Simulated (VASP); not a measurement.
**Ge: relaxation of cell and atoms with RPBE**

Ge:

```
Ge
1.0
     1.48805   -2.59469    0.00000
     1.48805    2.59469    0.00000
     0.00000    0.00000    4.72760
Ge
2
Direct
  0.33345 0.66655 0.25000
  0.66655 0.33345 0.75000
```

This isn't the form of Ge at room conditions, which is diamond.

```
Program                : VASP 6.6.1
Task                   : relaxation of cell and atoms
Functional             : RPBE
Potentials or basis    : VASP PAW PBE potentials, release 64 (Ge_d)
Cutoff                 : 600 eV
k mesh                 : 10 × 10 × 6
Occupations            : fermi-dirac, width 0.05 eV
Spin                   : no spin polarisation
Dipole correction      : no
Further INCAR settings : ALGO = Normal; EDIFF = 1e-07; IBRION = 2; EDIFFG = -0.01; NSW = 60; ISIF = 3
```

```yaml
Relaxed_volume: 19.79 Å³/atom
Relaxed_cell: a = 3.053 Å, b = 3.053 Å, c = 4.928 Å, α = 90.00°, β = 90.00°, γ = 120.44°
Space_group_after_relaxing_to_0.1_Å: P6_3/mmc (No. 194)
Energy_gained_by_relaxing: 29.6 meV/atom
Ionic_steps: 9
Pressure_after_relaxing: 0.0 GPa
Band_gap_on_the_k_mesh: zero (bands 14 and 15 overlap by 8.52 eV)
```

Step by step:
```tsv
step	energy change (eV)	largest force (eV/Å)	pressure (GPa)	volume (Å³)
1	0.0000	0.0013	6.11	36.51
2	-0.0563	0.0008	-1.07	40.31
3	-0.0583	0.0005	-0.07	39.65
4	-0.0583	0.0005	-0.17	39.71
5	-0.0589	0.0002	-0.09	39.68
6	-0.0591	0.0006	-0.07	39.65
7	-0.0591	0.0007	-0.13	39.64
8	-0.0591	0.0007	0.05	39.54
9	-0.0591	0.0008	0.00	39.59
```

Final structure:
```
Ge
1.0
     1.51611   -2.64947    0.00000
     1.51611    2.64947    0.00000
     0.00000    0.00000    4.92777
Ge
2
Cartesian
  1.5161 0.8825 1.2319
  1.5161 -0.8825 3.6958
```

Levels at points of the mesh, in eV from the Fermi level:
```csv
k point,band 11,band 12,band 13,band 14,band 15,band 16,band 17,band 18
"(0.00, 0.00, 0.00)",-12.76,-7.64,-5.22,6.33,6.47,8.18,8.33,8.88
"(0.50, 0.00, 0.00)",-8.12,-6.80,-2.58,-1.46,-0.80,1.40,2.45,6.36
"(0.50, 0.50, 0.00)",-8.22,-6.86,-2.62,-1.48,-0.88,1.36,2.64,6.53
"(0.00, 0.00, 0.50)",-11.24,-11.24,1.31,1.31,7.32,7.32,7.46,7.46
"(0.50, 0.00, 0.50)",-6.88,-6.88,-4.59,-4.59,3.92,3.92,4.47,4.47
"(0.50, 0.50, 0.50)",-6.97,-6.97,-4.62,-4.62,4.12,4.12,4.48,4.48
```

Wall time 7.7 min on 1 thread of Intel Xeon 8259CL, with other jobs on the host, peak memory 0.22 GiB.

Caveat: the PAW data sets were made with another functional, which shifts forces and pressure a little.
